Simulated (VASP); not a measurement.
# Pt (Fm-3m) in VASP: a series of runs

Runs on Pt. Level: PBEsol. Tasks: single point.

All numbers are computed with VASP 6.6.1; they aren't measurements. Logs are shortened: lines on timing, memory, paths and dates and some standing lists are left out, and cuts for length are marked.

## (1) The cell of the first run

Symmetry: Fm-3m, No. 225, cubic system. Conventional cell: a = 3.908 Å, b = 3.908 Å, c = 3.908 Å, α = 90.00°, β = 90.00°, γ = 90.00°. Within 3.6 Å of Pt (site symmetry m-3m) lie 12 Pt at 2.76 Å.

## (2) Single point, PBEsol

File INCAR:

```
PREC = Accurate
ENCUT = 520
EDIFF = 1E-6
ISMEAR = -1
SIGMA = 0.1
LREAL = False
LASPH = True
NELM = 60
ALGO = Normal
ISIF = 2
LWAVE = False
LCHARG = False
GGA = PS
NBANDS = 11
```

File KPOINTS:

```
Automatic mesh
0
Gamma
  17 17 17
```

File POSCAR:

```
Pt
1.0
    0.0000000000      1.9540278963      1.9540278963
    1.9540278963      0.0000000000      1.9540278963
    1.9540278963      1.9540278963      0.0000000000
Pt
1
Direct
    0.0000000000      0.0000000000      0.0000000000
```

Potentials or basis: VASP PAW PBE potentials, release 64 (Pt).

Command:

```
> cat potpaw_PBE.64/Pt/POTCAR > POTCAR
> mpirun -np 1 vasp_std > vasp.out
```

OUTCAR:

```text
PREC = Accurate
   ENCUT = 520
   EDIFF = 1E-6
   ISMEAR = -1
   LREAL = False
   LASPH = True
   NELM = 60
   ISIF = 2
   GGA = PS

 ion  position               nearest neighbor table
   1  0.000  0.000  0.000-

  LATTYP: Found a face centered cubic cell.
 ALAT       =     3.9080557926

  Lattice vectors:

 A1 = (   0.0000000000,   1.9540278963,   1.9540278963)
 A2 = (   1.9540278963,   0.0000000000,   1.9540278963)
 A3 = (   1.9540278963,   1.9540278963,   0.0000000000)

Analysis of symmetry for initial positions (statically):
=====================================================================
 Subroutine PRICEL returns:
 Original cell was already a primitive cell.

 Routine SETGRP: Setting up the symmetry group for a
 face centered cubic supercell.

 Subroutine GETGRP returns: Found 48 space group operations
 (whereof 48 operations were pure point group operations)
 out of a pool of 48 trial point group operations.

The static configuration has the point symmetry O_h .

Analysis of symmetry for dynamics (positions and initial velocities):
=====================================================================
 Subroutine PRICEL returns:
 Original cell was already a primitive cell.

 Routine SETGRP: Setting up the symmetry group for a
 face centered cubic supercell.

 Subroutine GETGRP returns: Found 48 space group operations
 (whereof 48 operations were pure point group operations)
 out of a pool of 48 trial point group operations.

The dynamic configuration has the point symmetry O_h .

 Subroutine INISYM returns: Found 48 space group operations
 (whereof 48 operations are pure point group operations),
 and found     1 'primitive' translations

----------------------------------------------------------------------------------------

                                     Primitive cell

  volume of cell :      14.9218

  direct lattice vectors                    reciprocal lattice vectors
     0.000000000  1.954027896  1.954027896    -0.255881710  0.255881710  0.255881710
     1.954027896  0.000000000  1.954027896     0.255881710 -0.255881710  0.255881710
     1.954027896  1.954027896  0.000000000     0.255881710  0.255881710 -0.255881710

  length of vectors
     2.763412752  2.763412752  2.763412752     0.443200123  0.443200123  0.443200123

  position of ions in fractional coordinates (direct lattice)
     0.000000000  0.000000000  0.000000000
[... 75 lines left out ...]
   NELM   =     60;   NELMIN=  2; NELMDL= -5     # of ELM steps
   EDIFF  = 0.1E-05   stopping-criterion for ELM
   LREAL  =      F    real-space projection
   EDIFFG = 0.1E-04   stopping-criterion for IOM
   NSW    =      0    number of steps for IOM
   IBRION =     -1    ionic relax: 0-MD 1-quasi-New 2-CG
   NFREE  =      0    steps in history (QN), initial steepest desc. (CG)
   ISIF   =      2    stress and relaxation
   ISYM   =      2    0-nonsym 1-usesym 2-fastsym
   POTIM  = 0.5000    time-step for ionic-motion
   TEBEG  =    0.0;   TEEND  =   0.0 temperature during run
   PSTRESS=    0.0 pullay stress
   NELECT =      10.0000    total number of electrons
   NUPDOWN=      -1.0000    fix difference up-down
   EMIN   =  10.00;   EMAX   =-10.00  energy-range for DOS
   EFERMI =   0.00;   METHOD = LEGACY
   ISMEAR =    -1;   SIGMA  =   0.10  broadening in eV -4-tet -1-fermi 0-gaus
   EFERMI_NEDOS =   21; number of points for ismear=-14 and -15
   IALGO  =     38    algorithm
   IMIX   =      4    mixing-type and parameters
     AMIX     =   0.40;   BMIX     =  1.00
     AMIX_MAG =   1.60;   BMIX_MAG =  1.00
  volume/ion in A,a.u.               =      14.92       100.70
  Fermi-wavevector in a.u.,A,eV,Ry     =   1.432630  2.707278 27.924992  2.052429
  Thomas-Fermi vector in A             =   2.552237
   LORBIT       =      0    0 simple, 1 ext, 2 COOP (PROOUT), +10 PAW based schemes
   GGA     = PS    functional components
   LHFCALC =     F    Hartree Fock is set to
   AEXX    =    0.0000 exact exchange contribution
   IVDW    =     0    specifies the selected vdW correction
   LEPSILON=     F    determine dielectric tensor
   LRPA    =     F    only Hartree local field effects (RPA)
 non-spin polarized calculation
  energy-cutoff  :      520.00
  volume of cell :       14.92
 maximum number of plane-waves:       415
 NGX is ok and might be reduce to    24
   NGX = 11   NGY = 11   NGZ = 11

 number of electron      10.0000000 magnetization

 number of electron       9.9999999 magnetization

 Free energy of the ion-electron system (eV)
  ---------------------------------------------------
  ext. energy  EPLUGINS =         0.00000000
  ---------------------------------------------------
  free energy    TOTEN  =        -6.99352512 eV

  energy without entropy =       -6.94196828  energy(sigma->0) =       -6.96774670

 E-fermi :  11.3162     XC(G=0): -13.6905

 val. band max:       11.3155580554   @ k =  -0.3529   0.4118   0.0588
 cond. band min:      11.3186722432   @ k =   0.4706   0.0000   0.0000
 fundamental gap:      0.0031141879
 Fermi energy:        11.3162002968

 k-point     1 :       0.0000    0.0000    0.0000
  band No.  band energies     occupation
      1       0.8853      2.00000
      2       7.4336      2.00000
      3       7.4336      2.00000
      4       7.4336      2.00000
      5       9.6504      2.00000
      6       9.6504      2.00000
      7      25.8959      0.00000
      8      30.9131      0.00000
      9      30.9131      0.00000
     10      30.9131      0.00000
     11      36.2492      0.00000
[... 309 lines left out ...]
 k-point    24 :      -0.1176    0.0588    0.0000
  band No.  band energies     occupation
      1       1.7424      2.00000
      2       7.0594      2.00000
      3       7.7394      2.00000
      4       7.7699      2.00000
      5       9.3162      2.00000
      6       9.7288      2.00000
      7      27.1378      0.00000
      8      28.0710      0.00000
      9      31.2892      0.00000
     10      32.7023      0.00000
     11      36.7596      0.00000

 [... further k-points ...]
[... 5 lines left out ...]
  --------------------------------------------------------------------------------------
  -------------------------------------------------------------------------------------
  Total        0.2035504      0.2035504      0.2035504      0.0000000     -0.0000000      0.0000000
  in kB       21.8554735     21.8554735     21.8554735      0.0000000     -0.0000000      0.0000000
  external PRESSURE =      21.8554735 kB  Pullay stress =       0.0000000 kB

 VOLUME and BASIS-vectors are now :
 -----------------------------------------------------------------------------
  energy-cutoff  :      520.00
  volume of cell :       14.92
      direct lattice vectors                 reciprocal lattice vectors
     0.000000000  1.954027896  1.954027896    -0.255881710  0.255881710  0.255881710
     1.954027896  0.000000000  1.954027896     0.255881710 -0.255881710  0.255881710
     1.954027896  1.954027896  0.000000000     0.255881710  0.255881710 -0.255881710

 POSITION                                       TOTAL-FORCE (eV/Angst)
 -----------------------------------------------------------------------------------
      0.00000      0.00000      0.00000         0.000000      0.000000      0.000000
 -----------------------------------------------------------------------------------
    total drift:                                0.000000      0.000000     -0.000000

  FREE ENERGIE OF THE ION-ELECTRON SYSTEM (eV)
  ---------------------------------------------------
  free  energy   TOTEN  =        -6.9935251229 eV

  energy  without entropy=       -6.9419682777  energy(sigma->0) =       -6.96774670
```

OSZICAR:

```text
N       E                     dE             d eps       ncg     rms          rms(c)
DAV:   1     0.400372613214E+02    0.40037E+02   -0.53964E+03  3673   0.851E+02
DAV:   2    -0.679463763189E+01   -0.46832E+02   -0.44929E+02  4154   0.178E+02
DAV:   3    -0.743997362639E+01   -0.64534E+00   -0.64166E+00  4214   0.198E+01
DAV:   4    -0.744248239491E+01   -0.25088E-02   -0.25086E-02  4181   0.145E+00
DAV:   5    -0.744250173714E+01   -0.19342E-04   -0.19341E-04  4241   0.118E-01    0.138E+01
DAV:   6    -0.704402635205E+01    0.39848E+00   -0.89796E-01  3903   0.753E+00    0.705E+00
DAV:   7    -0.699791760886E+01    0.46109E-01   -0.16450E-01  4227   0.310E+00    0.258E+00
DAV:   8    -0.699380783401E+01    0.41098E-02   -0.70518E-03  3969   0.768E-01    0.663E-01
DAV:   9    -0.699352085370E+01    0.28698E-03   -0.22948E-04  4047   0.139E-01    0.317E-02
DAV:  10    -0.699352496404E+01   -0.41103E-05   -0.41438E-06  4525   0.143E-02    0.545E-03
DAV:  11    -0.699352512293E+01   -0.15889E-06   -0.47820E-08  2226   0.203E-03
   1 F= -.69935251E+01 E0= -.69677467E+01  d E =-.515568E-01
```

Run time: 29 s. Hardware: 1 thread of Intel Xeon 6975P-C, shared host; peak memory 0.16 GiB.

Results:

```
Free energy            : -6.9935 eV
Pressure               : 2.2 GPa
Band gap on the k mesh : zero (band 5 reaches 11.77 eV, above the bottom of band 6 at 9.55 eV)
```

Levels at points of the mesh, in eV from the Fermi level:
| k point | band 2 | band 3 | band 4 | band 5 | band 6 | band 7 | band 8 | band 9 |
| --- | --- | --- | --- | --- | --- | --- | --- | --- |
| (0.00, 0.00, 0.00) | -3.88 | -3.88 | -3.88 | -1.67 | -1.67 | 14.58 | 19.60 | 19.60 |

Caveat: the PAW data sets were made with another functional, which shifts forces and pressure a little; spin-orbit coupling is left out, which moves the levels of the heavy elements.

## (3) Single point, PBEsol

File INCAR:

```
SYSTEM = Pt
  ALGO = Normal
  EDIFF = 1E-6
  ENCUT = 520
  GGA = PS
  ISIF = 2
  ISMEAR = -1
  LASPH = .TRUE.
  LCHARG = .FALSE.
  LREAL = .FALSE.
  LWAVE = .FALSE.
  NBANDS = 11
  NELM = 80
  PREC = Accurate
  SIGMA = 0.1
```

File KPOINTS:

```
k-points
0
G
  17 17 17
  0 0 0
```

File POSCAR:

```
Pt
1.0
    0.0000000000      1.9539518084      1.9539518084
    1.9539518084      0.0000000000      1.9539518084
    1.9539518084      1.9539518084      0.0000000000
Pt
1
Direct
    0.0000000000      0.0000000000      0.0000000000
```

Potentials or basis: VASP PAW PBE potentials, release 64 (Pt).

Command:

```
> cat potpaw_PBE.64/Pt/POTCAR > POTCAR
> mpirun -np 1 vasp_std > vasp.out
```

Run time: 28 s. Hardware: 1 thread of Intel Xeon 6975P-C, shared host; peak memory 0.16 GiB.

The run converged. Its results:

| Property | Result |
| --- | --- |
| Free energy | -6.9935 eV |
| Pressure | 2.2 GPa |
| Band gap on the k mesh | zero (band 5 reaches 11.77 eV, above the bottom of band 6 at 9.55 eV) |

Levels at points of the mesh, in eV from the Fermi level:
```
           k point  band 1  band 2  band 3  band 4  band 5  band 6  band 7  band 8  band 9  band 10
(0.00, 0.00, 0.00)  -10.43   -3.88   -3.88   -3.88   -1.67   -1.67   14.58   19.60   19.60    19.60
```

Caveat: the PAW data sets were made with another functional, which shifts forces and pressure a little; spin-orbit coupling is left out, which moves the levels of the heavy elements.
